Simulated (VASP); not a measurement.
# AlN (a cell with a defect) in VASP: single point with PBEsol

Aim: the single point of AlN (a cell with a defect) with PBEsol.

Everything below comes from runs of VASP 6.6.1. Logs are shortened: lines on timing, memory, paths and dates and some standing lists are left out, and cuts for length are marked.

## Step 1: The cell of the first run

The cell holds a defect, 62 atoms: a = 8.755 Å, b = 8.755 Å, c = 8.755 Å, α = 90.00°, β = 90.00°, γ = 90.00°.

## Step 2: Single point, PBEsol

Input file INCAR:

```
SYSTEM = AlN
ALGO = Normal ; EDIFF = 1E-7
ENCUT = 520 ; GGA = PS
ISIF = 2 ; ISMEAR = -1
ISYM = 0 ; LASPH = .True.
LCHARG = .False. ; LREAL = Auto
LWAVE = .False. ; NBANDS = 161
NELM = 80 ; PREC = Accurate
SIGMA = 0.05
```

Input file KPOINTS:

```
Automatic mesh
0
Gamma
  1 1 1
  0.25 0.25 0.25
```

Input file POSCAR:

```
AlN
1.0
    8.7554440000      0.0000000000      0.0000000000
    0.0000000000      8.7554440000      0.0000000000
    0.0000000000      0.0000000000      8.7554440000
Al N
31 31
Direct
    0.0004630000      0.0002220000      0.0008390000
    0.0027180000      0.0024730000      0.4985230000
    0.0027280000      0.4979140000      0.0030850000
    0.0033630000      0.4991350000      0.4997470000
    0.4981460000      0.0024570000      0.0030640000
    0.4993670000      0.0031480000      0.4997480000
    0.4993580000      0.4991290000      0.0037630000
    0.2504180000      0.2501690000      0.0005400000
    0.2551630000      0.2549320000      0.5020720000
    0.2471390000      0.7503520000      0.0048320000
    0.2513720000      0.7457500000      0.4965500000
    0.7505840000      0.2469080000      0.0048410000
    0.7459890000      0.2511070000      0.4965750000
    0.7487770000      0.7485420000      0.0022000000
    0.7712670000      0.7710660000      0.4741950000
    0.2504090000      0.9999470000      0.2507860000
    0.2471540000      0.0042100000      0.7509570000
    0.2551750000      0.5014450000      0.2555370000
    0.2513460000      0.4959510000      0.7463540000
    0.7505880000      0.0042140000      0.2475270000
    0.7487750000      0.0015920000      0.7491530000
    0.7459850000      0.4959730000      0.2517110000
    0.7713000000      0.4735700000      0.7717070000
    0.0001780000      0.2501730000      0.2507960000
    0.0044330000      0.2469030000      0.7509620000
    0.0044350000      0.7503620000      0.2475150000
    0.0018470000      0.7485360000      0.7491540000
    0.5016680000      0.2549170000      0.2555210000
    0.4962050000      0.2510940000      0.7463820000
    0.4961970000      0.7457610000      0.2517210000
    0.4737920000      0.7710470000      0.7716370000
    0.1247960000      0.1245510000      0.1251670000
    0.1237110000      0.1234880000      0.6244950000
    0.1237150000      0.6238890000      0.1240980000
    0.1243660000      0.6255180000      0.6261220000
    0.6241130000      0.1234560000      0.1240710000
    0.6257660000      0.1241120000      0.6261350000
    0.6257530000      0.6255270000      0.1247200000
    0.3746410000      0.3744080000      0.1250730000
    0.3661690000      0.3658920000      0.6373730000
    0.3755010000      0.8763330000      0.1229810000
    0.3733940000      0.8769740000      0.6243570000
    0.8765880000      0.3752780000      0.1229570000
    0.8771790000      0.3731590000      0.6243770000
    0.8746170000      0.8743790000      0.1247840000
    0.8732510000      0.8730060000      0.6263300000
    0.3746400000      0.1244740000      0.3750310000
    0.3755120000      0.1223460000      0.8769430000
    0.3661950000      0.6367260000      0.3665170000
    0.3733720000      0.6237590000      0.8775860000
    0.8765880000      0.1223460000      0.3758900000
    0.8746110000      0.1241750000      0.8749900000
    0.8771870000      0.6237750000      0.3737560000
    0.8732590000      0.6257230000      0.8736240000
    0.1247080000      0.3744200000      0.3750390000
    0.1225880000      0.3752660000      0.8769310000
    0.1226040000      0.8763340000      0.3758740000
    0.1244270000      0.8743730000      0.8749950000
    0.6370220000      0.3658520000      0.3664490000
    0.6239900000      0.3731440000      0.8775900000
    0.6239880000      0.8769700000      0.3737610000
    0.6259510000      0.8729870000      0.8735900000
```

Potentials or basis: VASP PAW PBE potentials, release 64 (Al, N).

Command:

```
$ cat potpaw_PBE.64/Al/POTCAR potpaw_PBE.64/N/POTCAR > POTCAR
$ mpirun -np 1 vasp_std > vasp.out
```

OUTCAR:

```text
SYSTEM = AlN
   EDIFF = 1E-7
   ENCUT = 520
   GGA = PS
   ISIF = 2
   ISMEAR = -1
   ISYM = 0
   LASPH = .True.
   LREAL = Auto
   NELM = 80
   PREC = Accurate

 ion  position               nearest neighbor table
   1  0.000  0.000  0.001-  32 1.89  45 1.90  52 1.90  58 1.90  26 3.07  10 3.07  25 3.07  20 3.07
                            12 3.07  17 3.07  16 3.09   8 3.09  24 3.09  14 3.12  27 3.12  21 3.12
   2  0.003  0.002  0.499-  33 1.86  51 1.86  57 1.86  46 1.95  15 2.87  24 3.07  16 3.07  25 3.08
                            17 3.08  26 3.11  20 3.11  27 3.12  21 3.12   9 3.13  13 3.13  11 3.13
   3  0.003  0.498  0.003-  34 1.86  43 1.86  56 1.86  54 1.95  23 2.87   8 3.07  24 3.07  10 3.08
                            26 3.08  25 3.11  12 3.12  27 3.12  14 3.12  18 3.13  19 3.13  22 3.13
   4  0.003  0.499  0.500-  55 1.87  35 1.89  44 1.90  53 1.90  19 3.06  11 3.06   9 3.07  18 3.07
                            24 3.08  27 3.09  25 3.12  26 3.12  13 3.13  22 3.13  15 3.14  23 3.14
   5  0.498  0.002  0.003-  36 1.86  48 1.86  41 1.86  62 1.96  31 2.87   8 3.07  16 3.07  12 3.08
                            20 3.08  17 3.11  10 3.11  21 3.12  14 3.12  28 3.13  29 3.13  30 3.13
   6  0.499  0.003  0.500-  47 1.87  37 1.89  42 1.90  61 1.90  29 3.06  13 3.06   9 3.07  28 3.07
                            16 3.08  21 3.09  17 3.12  20 3.12  11 3.13  30 3.13  15 3.14  31 3.14
   7  0.499  0.499  0.004-  39 1.87  38 1.89  60 1.90  50 1.90  22 3.06  30 3.06  18 3.07  28 3.07
                             8 3.08  14 3.09  10 3.12  12 3.12  29 3.13  19 3.13  23 3.14  31 3.14
   8  0.250  0.250  0.001-  39 1.89  32 1.90  48 1.90  56 1.90   3 3.07   5 3.07  17 3.07  25 3.07
                             7 3.08   1 3.09  29 3.10  19 3.10  16 3.10  24 3.10  28 3.13  18 3.13
   9  0.255  0.255  0.502-  40 1.81  55 1.91  47 1.91  33 1.95  19 3.00  29 3.01  18 3.05  28 3.05
[... 62 lines left out ...]
  49  0.366  0.637  0.367-  30 1.79  11 1.79  18 1.81
  50  0.373  0.624  0.878-  31 1.82   7 1.90  10 1.92  19 1.93
  51  0.877  0.122  0.376-   2 1.86  20 1.88  24 1.90  13 1.92
  52  0.875  0.124  0.875-  21 1.89   1 1.90  25 1.90  12 1.90
  53  0.877  0.624  0.374-  15 1.82   4 1.90  26 1.92  22 1.93
  54  0.873  0.626  0.874-  23 1.84  27 1.90  14 1.90   3 1.95
  55  0.125  0.374  0.375-   4 1.87  24 1.89   9 1.91  18 1.91
  56  0.123  0.375  0.877-   3 1.86  25 1.88   8 1.90  19 1.92
  57  0.123  0.876  0.376-   2 1.86  26 1.88  16 1.90  11 1.92
  58  0.124  0.874  0.875-  27 1.89   1 1.90  10 1.90  17 1.90
  59  0.637  0.366  0.366-  22 1.79  13 1.79  28 1.81
  60  0.624  0.373  0.878-  23 1.82   7 1.90  12 1.92  29 1.93
  61  0.624  0.877  0.374-  15 1.82   6 1.90  20 1.92  30 1.93
  62  0.626  0.873  0.874-  31 1.84  21 1.90  14 1.90   5 1.96

IMPORTANT INFORMATION: All symmetrisations will be switched off!
NOSYMM: (Re-)initialisation of all symmetry stuff for point group C_1.

----------------------------------------------------------------------------------------

                                     Primitive cell

  volume of cell :     671.1731

  direct lattice vectors                    reciprocal lattice vectors
     8.755444000  0.000000000  0.000000000     0.114214653  0.000000000  0.000000000
     0.000000000  8.755444000  0.000000000     0.000000000  0.114214653  0.000000000
     0.000000000  0.000000000  8.755444000     0.000000000  0.000000000  0.114214653

  length of vectors
     8.755444000  8.755444000  8.755444000     0.114214653  0.114214653  0.114214653

  position of ions in fractional coordinates (direct lattice)
     0.000463000  0.000222000  0.000839000
     0.002718000  0.002473000  0.498523000
     0.002728000  0.497914000  0.003085000
     0.003363000  0.499135000  0.499747000
     0.498146000  0.002457000  0.003064000
     0.499367000  0.003148000  0.499748000
[... 54 lines left out ...]
     0.623988000  0.876970000  0.373761000
     0.625951000  0.872987000  0.873590000

  ion indices of the primitive-cell ions
   primitive index   ion index
                 1           1
                 2           2
                 3           3
                 4           4
                 5           5
                 6           6
[... 54 lines left out ...]
                61          61
                62          62

----------------------------------------------------------------------------------------

 KPOINTS: Automatic mesh

Automatic generation of k-mesh.
 Grid dimensions read from file:
 generate k-points for:    1    1    1

 Generating k-lattice:

  Cartesian coordinates                     Fractional coordinates (reciprocal lattice)
     0.114214653  0.000000000  0.000000000     1.000000000  0.000000000  0.000000000
     0.000000000  0.114214653  0.000000000     0.000000000  1.000000000  0.000000000
     0.000000000  0.000000000  0.114214653     0.000000000  0.000000000  1.000000000

  Length of vectors
     0.114214653  0.114214653  0.114214653

  Shift w.r.t. Gamma in fractional coordinates (k-lattice)
     0.250000000  0.250000000  0.250000000

 Subroutine IBZKPT returns following result:
 ===========================================

 Found      4 irreducible k-points:

 Following reciprocal coordinates:
            Coordinates               Weight
  0.250000  0.250000  0.250000      2.000000
 -0.250000  0.250000  0.250000      2.000000
 -0.250000 -0.250000  0.250000      2.000000
  0.250000 -0.250000  0.250000      2.000000
   k-points           NKPTS =      4   k-points in BZ     NKDIM =      4   number of bands    NBANDS=    161
   number of dos      NEDOS =    301   number of ions     NIONS =     62
   total plane-waves  NPLWV = 343000
   dimension x,y,z NGX =    70 NGY =   70 NGZ =   70
   dimension x,y,z NGXF=   140 NGYF=  140 NGZF=  140
   ions per type =              31  31
   NGX,Y,Z   is equivalent  to a cutoff of  13.29, 13.29, 13.29 a.u.
   NGXF,Y,Z  is equivalent  to a cutoff of  26.58, 26.58, 26.58 a.u.
 SYSTEM =  AlN
   PREC   = accura    normal or accurate (medium, high low for compatibility)
   ISTART =      0    job   : 0-new  1-cont  2-samecut
   ICHARG =      2    charge: 1-file 2-atom 10-const
   ISPIN  =      1    spin polarized calculation?
   LNONCOLLINEAR =      F non collinear calculations
   LSORBIT =      F    spin-orbit coupling
   LASPH  =      T    aspherical Exc in radial PAW
   ENCUT  =  520.0 eV  38.22 Ry    6.18 a.u.  16.28 16.28 16.28*2*pi/ulx,y,z
   NELM   =     80;   NELMIN=  2; NELMDL= -5     # of ELM steps
   EDIFF  = 0.1E-06   stopping-criterion for ELM
   LREAL  =      T    real-space projection
   EDIFFG = 0.1E-05   stopping-criterion for IOM
   NSW    =      0    number of steps for IOM
   IBRION =     -1    ionic relax: 0-MD 1-quasi-New 2-CG
   NFREE  =      0    steps in history (QN), initial steepest desc. (CG)
   ISIF   =      2    stress and relaxation
   ISYM   =      0    0-nonsym 1-usesym 2-fastsym
   POTIM  = 0.5000    time-step for ionic-motion
   TEBEG  =    0.0;   TEEND  =   0.0 temperature during run
   PSTRESS=    0.0 pullay stress
   NELECT =     248.0000    total number of electrons
   NUPDOWN=      -1.0000    fix difference up-down
   EMIN   =  10.00;   EMAX   =-10.00  energy-range for DOS
   EFERMI =   0.00;   METHOD = LEGACY
   ISMEAR =    -1;   SIGMA  =   0.05  broadening in eV -4-tet -1-fermi 0-gaus
   EFERMI_NEDOS =   21; number of points for ismear=-14 and -15
   IALGO  =     38    algorithm
   IMIX   =      4    mixing-type and parameters
     AMIX     =   0.40;   BMIX     =  1.00
     AMIX_MAG =   1.60;   BMIX_MAG =  1.00
  volume/ion in A,a.u.               =      10.83        73.05
  Fermi-wavevector in a.u.,A,eV,Ry     =   1.174755  2.219965 18.776703  1.380049
  Thomas-Fermi vector in A             =   2.311147
   LORBIT       =      0    0 simple, 1 ext, 2 COOP (PROOUT), +10 PAW based schemes
   GGA     = PS    functional components
   LHFCALC =     F    Hartree Fock is set to
   AEXX    =    0.0000 exact exchange contribution
   IVDW    =     0    specifies the selected vdW correction
   LEPSILON=     F    determine dielectric tensor
   LRPA    =     F    only Hartree local field effects (RPA)
 non-spin polarized calculation
  energy-cutoff  :      520.00
  volume of cell :      671.17
 maximum number of plane-waves:     18052
 NGX is ok and might be reduce to    70
   NGX = 33   NGY = 33   NGZ = 33

 number of electron     247.9999970 magnetization

 Free energy of the ion-electron system (eV)
  ---------------------------------------------------
  ext. energy  EPLUGINS =         0.00000000
  ---------------------------------------------------
  free energy    TOTEN  =      -476.07880029 eV

  energy without entropy =     -476.07269344  energy(sigma->0) =     -476.07574687

 E-fermi :   7.1928     XC(G=0): -10.9015

 val. band max:        6.9290186120   @ k =   0.2500   0.2500   0.2500
 cond. band min:       7.4463009275   @ k =   0.2500   0.2500   0.2500
 fundamental gap:      0.5172823155
 Fermi energy:         7.1928403886

 k-point     1 :       0.2500    0.2500    0.2500
  band No.  band energies     occupation
      1      -9.3403      2.00000
      2      -8.8459      2.00000
      3      -8.8457      2.00000
      4      -8.6362      2.00000
      5      -8.3328      2.00000
      6      -8.3325      2.00000
[... 545 lines left out ...]
    135      11.2038      0.00000
    136      11.2231      0.00000
 [bands above 136 left out]

------------------------ aborting loop because EDIFF is reached ----------------------------------------

  FORCE on cell =-STRESS in cart. coord.  units (eV):
  Direction    XX          YY          ZZ          XY          YZ          ZX
  --------------------------------------------------------------------------------------
  -------------------------------------------------------------------------------------
  Total        8.4247063      8.4223836      8.4209680     -2.8239152     -2.8448191     -2.8296990
  in kB       20.1108687     20.1053240     20.1019449     -6.7410525     -6.7909528     -6.7548592
  external PRESSURE =      20.1060458 kB  Pullay stress =       0.0000000 kB

 VOLUME and BASIS-vectors are now :
 -----------------------------------------------------------------------------
  energy-cutoff  :      520.00
  volume of cell :      671.17
      direct lattice vectors                 reciprocal lattice vectors
     8.755444000  0.000000000  0.000000000     0.114214653  0.000000000  0.000000000
     0.000000000  8.755444000  0.000000000     0.000000000  0.114214653  0.000000000
     0.000000000  0.000000000  8.755444000     0.000000000  0.000000000  0.114214653

 POSITION                                       TOTAL-FORCE (eV/Angst)
 -----------------------------------------------------------------------------------
      0.00405      0.00194      0.00735         0.017506      0.016100      0.015189
      0.02380      0.02165      4.36479         0.018430      0.015925      0.034083
      0.02388      4.35946      0.02701         0.018956      0.033572      0.018202
      0.02944      4.37015      4.37551         0.022672      0.025562      0.023528
      4.36149      0.02151      0.02683         0.034477      0.015374      0.020097
      4.37218      0.02756      4.37552         0.025674      0.023499      0.022650
[... 54 lines left out ...]
      5.46329      7.67826      3.27244        -0.026173     -0.020085     -0.016979
      5.48048      7.64339      7.64867        -0.034759     -0.011061     -0.010071
 -----------------------------------------------------------------------------------
    total drift:                               -0.005938     -0.007793     -0.003868

  FREE ENERGIE OF THE ION-ELECTRON SYSTEM (eV)
  ---------------------------------------------------
  free  energy   TOTEN  =      -476.0788002927 eV

  energy  without entropy=     -476.0726934392  energy(sigma->0) =     -476.07574687
```

Wall time 33 min (1 thread of Intel Xeon 8259CL, shared host); peak memory 0.79 GiB.

Results:

```
Free energy            : -476.0788 eV
Pressure               : 2.0 GPa
Largest force          : 0.058 eV/Å
Band gap on the k mesh : 0.52 eV
```

Forces on the atoms (eV/Å):
```
Al   0.018  0.016  0.015
Al   0.018  0.016  0.034
Al   0.019  0.034  0.018
Al   0.023  0.026  0.024
Al   0.034  0.015  0.020
Al   0.026  0.023  0.023
Al   0.025  0.024  0.023
Al   0.014  0.017  0.018
Al   0.012  0.011  0.003
Al   0.018  0.020  0.021
Al   0.006  0.029  0.044
Al   0.021  0.016  0.020
Al   0.029  0.009  0.043
Al   0.021  0.022  0.007
Al   0.028  0.023  0.044
Al   0.019  0.019  0.020
Al   0.014  0.022  0.019
Al   0.010  0.003  0.013
Al   0.009  0.045  0.031
Al   0.020  0.022  0.015
Al   0.021  0.008  0.021
Al   0.033  0.043  0.007
Al   0.023  0.042  0.023
Al   0.019  0.020  0.016
Al   0.022  0.017  0.019
Al   0.022  0.020  0.017
Al   0.007  0.021  0.021
Al   0.004  0.009  0.011
Al   0.046  0.009  0.028
Al   0.047  0.031  0.004
Al   0.045  0.022  0.029
N   -0.025 -0.023 -0.025
N   -0.016 -0.018 -0.036
N   -0.016 -0.038 -0.015
N   -0.026 -0.021 -0.022
N   -0.037 -0.016 -0.015
N   -0.022 -0.025 -0.022
N   -0.021 -0.021 -0.025
N   -0.032 -0.032 -0.005
N   -0.006 -0.002 -0.042
N   -0.029 -0.037 -0.002
N   -0.019 -0.022 -0.027
N   -0.039 -0.031  0.002
N   -0.021 -0.016 -0.026
N   -0.023 -0.021 -0.016
N   -0.011 -0.011 -0.034
N   -0.031 -0.006 -0.031
N   -0.031  0.000 -0.039
N   -0.008 -0.042 -0.001
N   -0.016 -0.025 -0.024
N   -0.040  0.001 -0.031
N   -0.022 -0.016 -0.020
N   -0.022 -0.026 -0.015
N   -0.011 -0.034 -0.011
N   -0.006 -0.032 -0.032
N    0.001 -0.030 -0.038
N   -0.001 -0.039 -0.029
N   -0.017 -0.020 -0.022
N   -0.042 -0.002  0.000
N   -0.026 -0.016 -0.021
N   -0.026 -0.020 -0.017
N   -0.035 -0.011 -0.010
```

Caveat: semilocal functionals underestimate gaps, and a narrow one can read as zero; the PAW data sets were made with another functional, which shifts forces and pressure a little.
